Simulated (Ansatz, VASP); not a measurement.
## CdS: VASP beside Ansatz

File INCAR:

```
SYSTEM = CdS
PREC = Accurate ; ENCUT = 520
EDIFF = 1E-8 ; ISMEAR = -1
SIGMA = 0.02 ; LREAL = .False.
LASPH = .True. ; NELM = 60
ALGO = Normal ; ISIF = 2
LWAVE = .False. ; LCHARG = .False.
GGA = CA ; LEFG = .True.
NBANDS = 26
```

Contents of KPOINTS:

```
regular mesh
0
Gamma
  8 8 4
  0 0 0
```

The input POSCAR:

```
CdS
1.0
    4.1761471954      0.0000000000      0.0000000000
   -2.0880735977      3.6166495612      0.0000000000
    0.0000000000      0.0000000000      6.7490000000
Cd S
2 2
Direct
    0.3333333333      0.6666666667      0.0000000000
    0.6666666667      0.3333333333      0.5000000000
    0.3333333333      0.6666666667      0.3850000000
    0.6666666667      0.3333333333      0.8850000000
```

Input for Ansatz:

```yaml
crystal:
  lattice:
    - [4.1761471954, 0.0, 0.0]
    - [-2.0880735977, 3.6166495612, 0.0]
    - [0.0, 0.0, 6.749]
  atoms:
    - { symbol: Cd, position: [0.3333333333, 0.6666666667, 0.0] }
    - { symbol: Cd, position: [0.6666666667, 0.3333333333, 0.5] }
    - { symbol: S, position: [0.3333333333, 0.6666666667, 0.385] }
    - { symbol: S, position: [0.6666666667, 0.3333333333, 0.885] }
kpoints:
  mp_grid: { grid: [8, 8, 4] }
scf:
  occupations: { method: fermi_dirac, width: 0.02 }
hamiltonian:
  xc: lda
  pseudopotentials: { kind: paw }
output:
  forces: true
  stress: true
  eigenvalues: true
  efg: { contact_densities: true }
  write_density: true
  write_potential: true
  elf: true
  volumetric_format: npy
```

Change from the starting cell: equal xx and yy strain of +1 %, PAW files.

Alike in both runs: task electric field gradients; functional LDA; k mesh 8 × 8 × 4; occupations fermi-dirac, width 0.02 eV; no spin polarisation.

```csv
,VASP,Ansatz
version,VASP 6.6.1,Ansatz 0.2.0
potentials or method,"VASP PAW LDA potentials, release 64 (Cd, S)","PAW with Ansatz's default frozen-core files, scalar-relativistic"
plane-wave cutoff (eV),520,420
valence electrons in the cell,36,52
```

VASP gave:

| Quantity | Value |
| --- | --- |
| gap on the k mesh at the Fermi level (eV) | 0.93 |
| pressure (GPa) | -3.4 |
| traceless stress, the component that is largest in VASP (GPa) | -0.54 |
| rms of the force components (eV/Å) | 0.105 |
| size of Vzz on the site where it differs most (V/Å²) | 27.2 |

Question: Which values does Ansatz return?

Answer: gap on the k mesh at the Fermi level (eV): 0.91; pressure (GPa): -3.8; traceless stress, the component that is largest in VASP (GPa): -0.49; rms of the force components (eV/Å): 0.101; size of Vzz on the site where it differs most (V/Å²): 23.5.

LDA's correlation is that of Perdew and Zunger in VASP and of Perdew and Wang (1992) in Ansatz. Atom by atom the forces differ by 0.004 eV/Å (rms over components). VASP's potentials hold 36 valence electrons a cell and Ansatz's 52, so a difference there can come from the potentials and not from the codes.
